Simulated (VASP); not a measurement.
# N in VASP: further runs, part 2 of 2

VASP 6.6.1. Earlier steps stand in the parts before.

### 3 Single point, PBE+D3(BJ)

File INCAR:

```
  ALGO = Normal
  EDIFF = 1E-6
  ENCUT = 520
  GGA = PE
  ISIF = 2
  ISMEAR = -1
  IVDW = 12
  LASPH = True
  LCHARG = True
  LELF = True
  LREAL = False
  LVHAR = True
  LWAVE = False
  NBANDS = 42
  NELM = 100
  PREC = Accurate
  SIGMA = 0.05
```

File KPOINTS:

```
k-points
0
Gamma
  1 1 1
```

File POSCAR:

```
N
1.0
    7.2609030000      0.0000000000      0.0000000000
    0.0000000000      7.2609030000      0.0000000000
    0.0000000000      0.0000000000      7.2609030000
N
12
Direct
    0.4541859325      0.7655797082      0.1551046750
    0.4775025916      0.6279797430      0.2150558959
    0.9977822318      0.4818822122      0.3758761135
    0.9166077553      0.4097975142      0.4795409056
    0.9657751935      0.2601467063      1.0181240543
    0.9073113909      0.2302881611      0.8824797687
    0.4741421281      0.3650510136      0.5842937166
    0.4007765976      0.2515527339      0.6551113546
    0.1366634425      0.7222793088      0.7685958620
    0.1687117980      0.7673425743      0.6312575722
    0.6977919964      0.8820941417      0.7251577386
    0.6939219543      0.8029028896      0.8547146271
```

Potentials or basis: VASP PAW PBE potentials, release 64 (N).

The run is started by

```
> cat potpaw_PBE.64/N/POTCAR > POTCAR
> mpirun -np 1 vasp_gam > vasp.out
```

OUTCAR:

```text
EDIFF = 1E-6
   ENCUT = 520
   GGA = PE
   ISIF = 2
   ISMEAR = -1
   IVDW = 12
   LASPH = True
   LREAL = False
   NELM = 100
   PREC = Accurate
 IVDW          = 12

 ion  position               nearest neighbor table
   1  0.454  0.766  0.155-   2 1.10
   2  0.478  0.628  0.215-   1 1.10
   3  0.998  0.482  0.376-   4 1.09
   4  0.917  0.410  0.480-   3 1.09
   5  0.966  0.260  0.018-   6 1.09
   6  0.907  0.230  0.882-   5 1.09
   7  0.474  0.365  0.584-   8 1.11
   8  0.401  0.252  0.655-   7 1.11
   9  0.137  0.722  0.769-  10 1.07
  10  0.169  0.767  0.631-   9 1.07
  11  0.698  0.882  0.725-  12 1.10
  12  0.694  0.803  0.855-  11 1.10

  LATTYP: Found a simple cubic cell.
 ALAT       =     7.2609030000

  Lattice vectors:

 A1 = (   7.2609030000,   0.0000000000,   0.0000000000)
 A2 = (   0.0000000000,   7.2609030000,   0.0000000000)
 A3 = (   0.0000000000,   0.0000000000,   7.2609030000)

Analysis of symmetry for initial positions (statically):
=====================================================================
 Subroutine PRICEL returns:
 Original cell was already a primitive cell.

 Routine SETGRP: Setting up the symmetry group for a
 simple cubic supercell.

 Subroutine GETGRP returns: Found  1 space group operations
 (whereof  1 operations were pure point group operations)
 out of a pool of 48 trial point group operations.

The static configuration has the point symmetry C_1 .

Analysis of symmetry for dynamics (positions and initial velocities):
=====================================================================
 Subroutine PRICEL returns:
 Original cell was already a primitive cell.

 Routine SETGRP: Setting up the symmetry group for a
 simple cubic supercell.

 Subroutine GETGRP returns: Found  1 space group operations
 (whereof  1 operations were pure point group operations)
 out of a pool of 48 trial point group operations.

The dynamic configuration has the point symmetry C_1 .

 Subroutine INISYM returns: Found  1 space group operations
 (whereof  1 operations are pure point group operations),
 and found     1 'primitive' translations

----------------------------------------------------------------------------------------

                                     Primitive cell

  volume of cell :     382.8000

  direct lattice vectors                    reciprocal lattice vectors
     7.260903000  0.000000000  0.000000000     0.137723917  0.000000000  0.000000000
     0.000000000  7.260903000  0.000000000     0.000000000  0.137723917  0.000000000
     0.000000000  0.000000000  7.260903000     0.000000000  0.000000000  0.137723917

  length of vectors
     7.260903000  7.260903000  7.260903000     0.137723917  0.137723917  0.137723917

  position of ions in fractional coordinates (direct lattice)
     0.454185933  0.765579708  0.155104675
     0.477502592  0.627979743  0.215055896
     0.997782232  0.481882212  0.375876113
     0.916607755  0.409797514  0.479540906
     0.965775194  0.260146706  0.018124054
     0.907311391  0.230288161  0.882479769
     0.474142128  0.365051014  0.584293717
     0.400776598  0.251552734  0.655111355
     0.136663443  0.722279309  0.768595862
     0.168711798  0.767342574  0.631257572
     0.697791996  0.882094142  0.725157739
     0.693921954  0.802902890  0.854714627

  ion indices of the primitive-cell ions
   primitive index   ion index
                 1           1
                 2           2
                 3           3
                 4           4
                 5           5
                 6           6
                 7           7
                 8           8
                 9           9
                10          10
                11          11
                12          12

----------------------------------------------------------------------------------------

 KPOINTS: k-points

Automatic generation of k-mesh.
 Grid dimensions read from file:
 generate k-points for:    1    1    1

 Generating k-lattice:

  Cartesian coordinates                     Fractional coordinates (reciprocal lattice)
     0.137723917  0.000000000  0.000000000     1.000000000  0.000000000  0.000000000
     0.000000000  0.137723917  0.000000000     0.000000000  1.000000000  0.000000000
     0.000000000  0.000000000  0.137723917     0.000000000  0.000000000  1.000000000

  Length of vectors
     0.137723917  0.137723917  0.137723917

  Shift w.r.t. Gamma in fractional coordinates (k-lattice)
     0.000000000  0.000000000  0.000000000

 Subroutine IBZKPT returns following result:
 ===========================================

 Found      1 irreducible k-points:

 Following reciprocal coordinates:
            Coordinates               Weight
  0.000000  0.000000  0.000000      1.000000
   k-points           NKPTS =      1   k-points in BZ     NKDIM =      1   number of bands    NBANDS=     42
   number of dos      NEDOS =    301   number of ions     NIONS =     12
   total plane-waves  NPLWV = 157464
   dimension x,y,z NGX =    54 NGY =   54 NGZ =   54
   dimension x,y,z NGXF=   108 NGYF=  108 NGZF=  108
   ions per type =              12
   NGX,Y,Z   is equivalent  to a cutoff of  12.36, 12.36, 12.36 a.u.
   NGXF,Y,Z  is equivalent  to a cutoff of  24.73, 24.73, 24.73 a.u.
 SYSTEM =  unknown system
   PREC   = accura    normal or accurate (medium, high low for compatibility)
   ISTART =      0    job   : 0-new  1-cont  2-samecut
   ICHARG =      2    charge: 1-file 2-atom 10-const
   ISPIN  =      1    spin polarized calculation?
   LNONCOLLINEAR =      F non collinear calculations
   LSORBIT =      F    spin-orbit coupling
   LASPH  =      T    aspherical Exc in radial PAW
   ENCUT  =  520.0 eV  38.22 Ry    6.18 a.u.  13.50 13.50 13.50*2*pi/ulx,y,z
   NELM   =    100;   NELMIN=  2; NELMDL= -5     # of ELM steps
   EDIFF  = 0.1E-05   stopping-criterion for ELM
   LREAL  =      F    real-space projection
   EDIFFG = 0.1E-04   stopping-criterion for IOM
   NSW    =      0    number of steps for IOM
   IBRION =     -1    ionic relax: 0-MD 1-quasi-New 2-CG
   NFREE  =      0    steps in history (QN), initial steepest desc. (CG)
   ISIF   =      2    stress and relaxation
   ISYM   =      2    0-nonsym 1-usesym 2-fastsym
   POTIM  = 0.5000    time-step for ionic-motion
   TEBEG  =    0.0;   TEEND  =   0.0 temperature during run
   PSTRESS=    0.0 pullay stress
   NELECT =      60.0000    total number of electrons
   NUPDOWN=      -1.0000    fix difference up-down
   EMIN   =  10.00;   EMAX   =-10.00  energy-range for DOS
   EFERMI =   0.00;   METHOD = LEGACY
   ISMEAR =    -1;   SIGMA  =   0.05  broadening in eV -4-tet -1-fermi 0-gaus
   EFERMI_NEDOS =   21; number of points for ismear=-14 and -15
   IALGO  =     38    algorithm
   IMIX   =      4    mixing-type and parameters
     AMIX     =   0.40;   BMIX     =  1.00
     AMIX_MAG =   1.60;   BMIX_MAG =  1.00
  volume/ion in A,a.u.               =      31.90       215.27
  Fermi-wavevector in a.u.,A,eV,Ry     =   0.882676  1.668016 10.600527  0.779117
  Thomas-Fermi vector in A             =   2.003339
   LORBIT       =      0    0 simple, 1 ext, 2 COOP (PROOUT), +10 PAW based schemes
   GGA     = PE    functional components
   LHFCALC =     F    Hartree Fock is set to
   AEXX    =    0.0000 exact exchange contribution
   IVDW    =    12    specifies the selected vdW correction
   LEPSILON=     F    determine dielectric tensor
   LRPA    =     F    only Hartree local field effects (RPA)
 non-spin polarized calculation
  energy-cutoff  :      520.00
  volume of cell :      382.80
 maximum number of plane-waves:      5198
 NGX is ok and might be reduce to    54
   NGX = 27   NGY = 27   NGZ = 27

 number of electron      59.9999998 magnetization

 Free energy of the ion-electron system (eV)
  ---------------------------------------------------
  ext. energy  EPLUGINS =         0.00000000
  ---------------------------------------------------
  free energy    TOTEN  =       -99.62571505 eV

  energy without entropy =      -99.62571505  energy(sigma->0) =      -99.62571505

 E-fermi :  -6.1215     XC(G=0):  -5.1831

 val. band max:       -7.3724831355   @ k =   0.0000   0.0000   0.0000
 cond. band min:       0.0236561978   @ k =   0.0000   0.0000   0.0000
 fundamental gap:      7.3961393334
 Fermi energy:        -6.1215193750

 k-point     1 :       0.0000    0.0000    0.0000
  band No.  band energies     occupation
      1     -26.4629      2.00000
      2     -26.0600      2.00000
      3     -26.0294      2.00000
      4     -25.9587      2.00000
      5     -25.8268      2.00000
      6     -25.7653      2.00000
[... 34 lines left out ...]
     41       0.9824      0.00000
     42       1.0874      0.00000

------------------------ aborting loop because EDIFF is reached ----------------------------------------

 Edisp (eV)   -0.44562

 E8    (eV) :    -0.1049

  FORCE on cell =-STRESS in cart. coord.  units (eV):
  Direction    XX          YY          ZZ          XY          YZ          ZX
  --------------------------------------------------------------------------------------
  -------------------------------------------------------------------------------------
  Total       2.09752     3.84869    12.82467     2.12358    -4.37037    -2.11657
  in kB       8.77898    16.10835    53.67657     8.88807   -18.29183    -8.85874
  external pressure =       26.19 kB  Pullay stress =        0.00 kB

 VOLUME and BASIS-vectors are now :
 -----------------------------------------------------------------------------
  energy-cutoff  :      520.00
  volume of cell :      382.80
      direct lattice vectors                 reciprocal lattice vectors
     7.260903000  0.000000000  0.000000000     0.137723917  0.000000000  0.000000000
     0.000000000  7.260903000  0.000000000     0.000000000  0.137723917  0.000000000
     0.000000000  0.000000000  7.260903000     0.000000000  0.000000000  0.137723917

 POSITION                                       TOTAL-FORCE (eV/Angst)
 -----------------------------------------------------------------------------------
      3.29780      5.55880      1.12620        -0.377769      1.443673     -0.476376
      3.46710      4.55970      1.56150         0.228127     -1.459466      0.626701
      7.24480      3.49890      2.72920         2.057651      1.851670     -2.638845
      6.65540      2.97550      3.48190        -2.092773     -1.860777      2.578641
      7.01240      1.88890      0.13160         1.212434      0.575806      2.720157
      6.58790      1.67210      6.40760        -1.185966     -0.590770     -2.728481
      3.44270      2.65060      4.24250         0.386377      0.613323     -0.328235
      2.91000      1.82650      4.75670        -0.403737     -0.628643      0.380063
      0.99230      5.24440      5.58070        -1.390507     -2.017202      6.193612
      1.22500      5.57160      4.58350         1.508038      2.100090     -6.128064
      5.06660      6.40480      5.26530        -0.028835      0.814923     -1.404627
      5.03850      5.82980      6.20600         0.086960     -0.842627      1.205455
 -----------------------------------------------------------------------------------
    total drift:                                0.000008     -0.000873      0.001653

  FREE ENERGIE OF THE ION-ELECTRON SYSTEM (eV)
  ---------------------------------------------------
  free  energy   TOTEN  =      -100.0713327830 eV

  energy  without entropy=     -100.0713327830  energy(sigma->0) =     -100.07133278
```

Wall time 30 s (1 thread of Intel Xeon Platinum 8488C (Sapphire Rapids), shared host); peak memory 0.35 GiB.

What came out:

| Item | Value |
| --- | --- |
| Free energy | -100.0713 eV |
| Pressure | 2.6 GPa |
| Largest force | 6.661 eV/Å |
| Dispersion energy per atom | -0.037 eV |

Forces on the atoms (eV/Å):
```
N   -0.378  1.444 -0.476
N    0.228 -1.459  0.627
N    2.058  1.852 -2.639
N   -2.093 -1.861  2.579
N    1.212  0.576  2.720
N   -1.186 -0.591 -2.728
N    0.386  0.613 -0.328
N   -0.404 -0.629  0.380
N   -1.391 -2.017  6.194
N    1.508  2.100 -6.128
N   -0.029  0.815 -1.405
N    0.087 -0.843  1.205
```

Caveat: the k points lie up to 0.87 Å⁻¹ apart, too coarse for converged energies, forces and pressures; the standard files for N, O and F lose accuracy on very short bonds.
